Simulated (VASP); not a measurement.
# Ge in VASP: single point with LDA

Aim: the single point of Ge with LDA.

All numbers are computed with VASP 6.6.1; they aren't measurements. Logs are shortened: lines on timing, memory, paths and dates and some standing lists are left out, and cuts for length are marked.

### Step 1. The cell of the first run

The cell holds a slab with vacuum, 6 atoms: a = 3.975 Å, b = 3.975 Å, c = 23.027 Å, α = 90.00°, β = 90.00°, γ = 90.00°.

### Step 2. Single point, LDA

POSCAR reads:

```
Ge
1.0
    3.9752393773      0.0000000000      0.0000000000
    0.0000000000      3.9752393773      0.0000000000
    0.0000000000      0.0000000000     23.0273000000
Ge
6
Direct
    0.7500000000      0.0000000000      0.3474137914
    0.2500000000      0.0000000000      0.4084482749
    0.2500000000      0.5000000000      0.4694827583
    0.7500000000      0.5000000000      0.5305172417
    0.7500000000      0.0000000000      0.5915517251
    0.2500000000      0.0000000000      0.6525862086
```

INCAR.step1 reads:

```
ALGO = Normal
DIPOL = 0.5 0.5 0.500
EDIFF = 1E-6
ENCUT = 520
IDIPOL = 3
ISIF = 2
ISMEAR = -1
LASPH = T
LCHARG = T
LDIPOL = T
LREAL = F
LWAVE = F
NBANDS = 51
NELM = 100
PREC = Accurate
SIGMA = 0.02
```

KPOINTS.step1 reads:

```
k-points
0
Gamma
  8 8 1
```

INCAR.step2 reads:

```
ALGO = Normal
DIPOL = 0.5 0.5 0.500
EDIFF = 1E-6
ENCUT = 520
ICHARG = 11
IDIPOL = 3
ISIF = 2
ISMEAR = -5
LASPH = T
LCHARG = F
LDIPOL = T
LORBIT = 10
LREAL = F
LWAVE = F
NBANDS = 51
NEDOS = 1001
NELM = 100
PREC = Accurate
SIGMA = 0.02
```

KPOINTS.step2 reads:

```
k-points
0
Gamma
  12 12 1
```

Potentials or basis: VASP PAW LDA potentials, release 64 (Ge_d).

The run is started by

```bash
> cat potpaw_LDA.64/Ge_d/POTCAR > POTCAR
> cp INCAR.step1 INCAR
> cp KPOINTS.step1 KPOINTS
> mpirun -np 1 vasp_std > vasp.out
> cp INCAR.step2 INCAR
> cp KPOINTS.step2 KPOINTS
> mpirun -np 1 vasp_std > vasp.out
```

OUTCAR:

```text
EDIFF = 1E-6
   ENCUT = 520
   ICHARG = 11
   ISIF = 2
   ISMEAR = -5
   LASPH = T
   LORBIT = 10
   LREAL = F
   NELM = 100
   PREC = Accurate

 ion  position               nearest neighbor table
   1  0.750  0.000  0.347-   2 2.43   2 2.43
   2  0.250  0.000  0.408-   3 2.43   3 2.43   1 2.43   1 2.43
   3  0.250  0.500  0.469-   4 2.43   4 2.43   2 2.43   2 2.43
   4  0.750  0.500  0.531-   3 2.43   3 2.43   5 2.43   5 2.43
   5  0.750  0.000  0.592-   4 2.43   4 2.43   6 2.43   6 2.43
   6  0.250  0.000  0.653-   5 2.43   5 2.43

  LATTYP: Found a simple tetragonal cell.
 ALAT       =     3.9752393773
 C/A-ratio  =     5.7926826071

  Lattice vectors:

 A1 = (   3.9752393773,   0.0000000000,   0.0000000000)
 A2 = (   0.0000000000,   3.9752393773,   0.0000000000)
 A3 = (   0.0000000000,   0.0000000000,  23.0273000000)

Analysis of symmetry for initial positions (statically):
=====================================================================
 Subroutine PRICEL returns:
 Original cell was already a primitive cell.

 Routine SETGRP: Setting up the symmetry group for a
 simple tetragonal supercell.

 Subroutine GETGRP returns: Found  8 space group operations
 (whereof  4 operations were pure point group operations)
 out of a pool of 16 trial point group operations.

The static configuration has the point symmetry C_2h.
 The point group associated with its full space group is D_2h.

Analysis of symmetry for dynamics (positions and initial velocities):
=====================================================================
 Subroutine PRICEL returns:
 Original cell was already a primitive cell.

 Routine SETGRP: Setting up the symmetry group for a
 simple tetragonal supercell.

 Subroutine GETGRP returns: Found  8 space group operations
 (whereof  4 operations were pure point group operations)
 out of a pool of 16 trial point group operations.

The dynamic configuration has the point symmetry C_2h.
 The point group associated with its full space group is D_2h.

 Subroutine INISYM returns: Found  8 space group operations
 (whereof  4 operations are pure point group operations),
 and found     1 'primitive' translations

----------------------------------------------------------------------------------------

                                     Primitive cell

  volume of cell :     363.8896

  direct lattice vectors                    reciprocal lattice vectors
     3.975239377  0.000000000  0.000000000     0.251557178  0.000000000  0.000000000
     0.000000000  3.975239377  0.000000000     0.000000000  0.251557178  0.000000000
     0.000000000  0.000000000 23.027300000     0.000000000  0.000000000  0.043426715

  length of vectors
     3.975239377  3.975239377 23.027300000     0.251557178  0.251557178  0.043426715

  position of ions in fractional coordinates (direct lattice)
     0.750000000  0.000000000  0.347413791
     0.250000000  0.000000000  0.408448275
     0.250000000  0.500000000  0.469482758
     0.750000000  0.500000000  0.530517242
     0.750000000  0.000000000  0.591551725
     0.250000000  0.000000000  0.652586209

  ion indices of the primitive-cell ions
   primitive index   ion index
                 1           1
                 2           2
                 3           3
                 4           4
                 5           5
                 6           6

----------------------------------------------------------------------------------------

 KPOINTS: k-points

Automatic generation of k-mesh.
 Grid dimensions read from file:
 generate k-points for:   12   12    1

 Generating k-lattice:

  Cartesian coordinates                     Fractional coordinates (reciprocal lattice)
     0.020963098  0.000000000  0.000000000     0.083333333  0.000000000  0.000000000
     0.000000000  0.020963098  0.000000000     0.000000000  0.083333333  0.000000000
     0.000000000  0.000000000  0.043426715     0.000000000  0.000000000  1.000000000

  Length of vectors
     0.020963098  0.020963098  0.043426715

  Shift w.r.t. Gamma in fractional coordinates (k-lattice)
     0.000000000  0.000000000  0.000000000

 TETIRR: Found    432 inequivalent tetrahedra from      864

 Subroutine IBZKPT returns following result:
 ===========================================

 Found     49 irreducible k-points:

 Following reciprocal coordinates:
            Coordinates               Weight
  0.000000  0.000000  0.000000      1.000000
  0.083333  0.000000  0.000000      2.000000
  0.000000  0.083333  0.000000      2.000000
  0.166667  0.000000  0.000000      2.000000
  0.000000  0.166667  0.000000      2.000000
  0.250000  0.000000  0.000000      2.000000
[... 16 lines left out ...]
  0.500000  0.083333  0.000000      2.000000
 -0.083333  0.500000  0.000000      2.000000
 [... further k-points ...]
   k-points           NKPTS =     49   k-points in BZ     NKDIM =     49   number of bands    NBANDS=     51
   number of dos      NEDOS =   1001   number of ions     NIONS =      6
   total plane-waves  NPLWV = 162000
   dimension x,y,z NGX =    30 NGY =   30 NGZ =  180
   dimension x,y,z NGXF=    60 NGYF=   60 NGZF=  360
   ions per type =               6
   NGX,Y,Z   is equivalent  to a cutoff of  12.55, 12.55, 13.00 a.u.
   NGXF,Y,Z  is equivalent  to a cutoff of  25.09, 25.09, 25.99 a.u.
 SYSTEM =  unknown system
   PREC   = accura    normal or accurate (medium, high low for compatibility)
   ISTART =      0    job   : 0-new  1-cont  2-samecut
   ICHARG =     11    charge: 1-file 2-atom 10-const
   ISPIN  =      1    spin polarized calculation?
   LNONCOLLINEAR =      F non collinear calculations
   LSORBIT =      F    spin-orbit coupling
   LASPH  =      T    aspherical Exc in radial PAW
   ENCUT  =  520.0 eV  38.22 Ry    6.18 a.u.   7.39  7.39 42.82*2*pi/ulx,y,z
   NELM   =    100;   NELMIN=  2; NELMDL=  0     # of ELM steps
   EDIFF  = 0.1E-05   stopping-criterion for ELM
   LREAL  =      F    real-space projection
   EDIFFG = 0.1E-04   stopping-criterion for IOM
   NSW    =      0    number of steps for IOM
   IBRION =     -1    ionic relax: 0-MD 1-quasi-New 2-CG
   NFREE  =      0    steps in history (QN), initial steepest desc. (CG)
   ISIF   =      2    stress and relaxation
   ISYM   =      2    0-nonsym 1-usesym 2-fastsym
   POTIM  = 0.5000    time-step for ionic-motion
   TEBEG  =    0.0;   TEEND  =   0.0 temperature during run
   PSTRESS=    0.0 pullay stress
   NELECT =      84.0000    total number of electrons
   NUPDOWN=      -1.0000    fix difference up-down
   EMIN   =  10.00;   EMAX   =-10.00  energy-range for DOS
   EFERMI =   0.00;   METHOD = LEGACY
   ISMEAR =    -5;   SIGMA  =   0.02  broadening in eV -4-tet -1-fermi 0-gaus
   EFERMI_NEDOS =   21; number of points for ismear=-14 and -15
   IALGO  =     38    algorithm
   IMIX   =      4    mixing-type and parameters
     AMIX     =   0.40;   BMIX     =  1.00
     AMIX_MAG =   1.60;   BMIX_MAG =  1.00
  volume/ion in A,a.u.               =      60.65       409.27
  Fermi-wavevector in a.u.,A,eV,Ry     =   1.004257  1.897770 13.721904  1.008531
  Thomas-Fermi vector in A             =   2.136861
   LORBIT       =     10    0 simple, 1 ext, 2 COOP (PROOUT), +10 PAW based schemes
   GGA     = CA    functional components
   LHFCALC =     F    Hartree Fock is set to
   AEXX    =    0.0000 exact exchange contribution
   IVDW    =     0    specifies the selected vdW correction
   LEPSILON=     F    determine dielectric tensor
   LRPA    =     F    only Hartree local field effects (RPA)
 non-spin polarized calculation
 Fermi weights with tetrahedron method with Bloechl corrections
  energy-cutoff  :      520.00
  volume of cell :      363.89
 maximum number of plane-waves:      9909
 NGX is ok and might be reduce to    30

 number of electron      83.9999991 magnetization

 dipolmoment           0.000000      0.000000      0.000000 electrons x Angstroem

 Free energy of the ion-electron system (eV)
  ---------------------------------------------------
  ext. energy  EPLUGINS =         0.00000000
  ---------------------------------------------------
  free energy    TOTEN  =       -27.83118874 eV

  energy without entropy =      -27.83118874  energy(sigma->0) =      -27.83118874

 E-fermi :  -1.6787     XC(G=0):  -4.6049

 val. band max:       -1.6617940427   @ k =  -0.1667   0.3333   0.0000
 cond. band min:      -1.7189695115   @ k =   0.0000   0.1667   0.0000
 fundamental gap:     -0.0571754688
 Fermi energy:        -1.6787394073

 k-point     1 :       0.0000    0.0000    0.0000
  band No.  band energies     occupation
      1     -26.2767      2.00000
      2     -26.2153      2.00000
      3     -26.2077      2.00000
      4     -26.1974      2.00000
      5     -26.1830      2.00000
      6     -26.1514      2.00000
[... 43 lines left out ...]
     50       2.4188      0.00000
     51       3.1456      0.00000

 k-point     2 :       0.0833    0.0000    0.0000
  band No.  band energies     occupation
      1     -26.2782      2.00000
      2     -26.2154      2.00000
      3     -26.2085      2.00000
      4     -26.1919      2.00000
      5     -26.1868      2.00000
      6     -26.1465      2.00000
[... 43 lines left out ...]
     50       2.3088      0.00000
     51       3.3088      0.00000

 k-point     3 :       0.0000    0.0833    0.0000
  band No.  band energies     occupation
      1     -26.2769      2.00000
      2     -26.2216      2.00000
      3     -26.2016      2.00000
      4     -26.1976      2.00000
      5     -26.1813      2.00000
      6     -26.1516      2.00000
[... 43 lines left out ...]
     50       2.4546      0.00000
     51       3.1819      0.00000
[... 1027 lines left out ...]
 k-point    23 :       0.5000    0.0833    0.0000
  band No.  band energies     occupation
      1     -26.2533      2.00000
      2     -26.2533      2.00000
      3     -26.2144      2.00000
      4     -26.2144      2.00000
      5     -26.1259      2.00000
      6     -26.1259      2.00000
[... 43 lines left out ...]
     50       2.7237      0.00000
     51       4.0017      0.00000

 k-point    24 :      -0.0833    0.5000    0.0000
  band No.  band energies     occupation
      1     -26.2815      2.00000
      2     -26.2308      2.00000
      3     -26.1991      2.00000
      4     -26.1749      2.00000
      5     -26.1687      2.00000
      6     -26.1450      2.00000
[... 43 lines left out ...]
     50       3.1861      0.00000
     51       3.4283      0.00000

 [... further k-points ...]

------------------------ aborting loop because EDIFF is reached ----------------------------------------

 vacuum level on the upper side and lower side of the slab       (xc-potential included)        -0.078        -0.078

  FORCE on cell =-STRESS in cart. coord.  units (eV):
  Direction    XX          YY          ZZ          XY          YZ          ZX
  --------------------------------------------------------------------------------------
  -------------------------------------------------------------------------------------
  Total       -0.0054952     -1.0888315      0.8451440      0.0000000      0.0000000      0.0000000
  in kB       -0.0241950     -4.7940402      3.7211032      0.0000000      0.0000000      0.0000000
  external PRESSURE =      -0.3657107 kB  Pullay stress =       0.0000000 kB

 VOLUME and BASIS-vectors are now :
 -----------------------------------------------------------------------------
  energy-cutoff  :      520.00
  volume of cell :      363.89
      direct lattice vectors                 reciprocal lattice vectors
     3.975239377  0.000000000  0.000000000     0.251557178  0.000000000  0.000000000
     0.000000000  3.975239377  0.000000000     0.000000000  0.251557178  0.000000000
     0.000000000  0.000000000 23.027300000     0.000000000  0.000000000  0.043426715

 POSITION                                       TOTAL-FORCE (eV/Angst)
 -----------------------------------------------------------------------------------
      2.98143      0.00000      8.00000         0.000000      0.000000     -0.074543
      0.99381      0.00000      9.40546        -0.000000     -0.000000     -0.074355
      0.99381      1.98762     10.81092        -0.000000      0.000000      0.117909
      2.98143      1.98762     12.21638         0.000000      0.000000     -0.117909
      2.98143      0.00000     13.62184         0.000000      0.000000      0.074355
      0.99381      0.00000     15.02730         0.000000      0.000000      0.074543
 -----------------------------------------------------------------------------------
    total drift:                                0.000000      0.000000      0.000000

  FREE ENERGIE OF THE ION-ELECTRON SYSTEM (eV)
  ---------------------------------------------------
  free  energy   TOTEN  =       -27.8311887436 eV

  energy  without entropy=      -27.8311887436  energy(sigma->0) =      -27.83118874

 vacuum level on the upper side and lower side of the slab         3.428         3.428

 total charge

# of ion       s       p       d       tot
------------------------------------------
    1        1.259   0.968   9.992  12.219
    2        1.157   1.273  10.024  12.455
    3        1.166   1.233  10.029  12.428
    4        1.166   1.233  10.029  12.428
    5        1.157   1.273  10.024  12.455
    6        1.259   0.968   9.992  12.219
--------------------------------------------------
tot          7.166   6.948  60.090  74.205
```

It took 16 min on 1 thread of Oxide Virtual Turin-like, shared host; peak memory 0.65 GiB.

Results:

| Quantity | Value |
| --- | --- |
| Valence electrons inside the program's atomic spheres | Ge 12.22, 12.46, 12.43 (each value once) |

Levels at points of the mesh, in eV from the Fermi level:
```tsv
k point	band 40	band 41	band 42	band 43	band 44	band 45
(0.00, 0.00, 0.00)	-0.97	0.01	0.64	1.36	1.47	1.76
(0.50, 0.00, 0.00)	-0.95	-0.73	-0.73	1.82	1.82	2.48
(0.00, 0.50, 0.00)	-1.02	-0.70	-0.63	0.43	0.46	2.34
(0.50, 0.50, 0.00)	-2.88	-0.77	-0.77	-0.43	-0.43	2.71
```
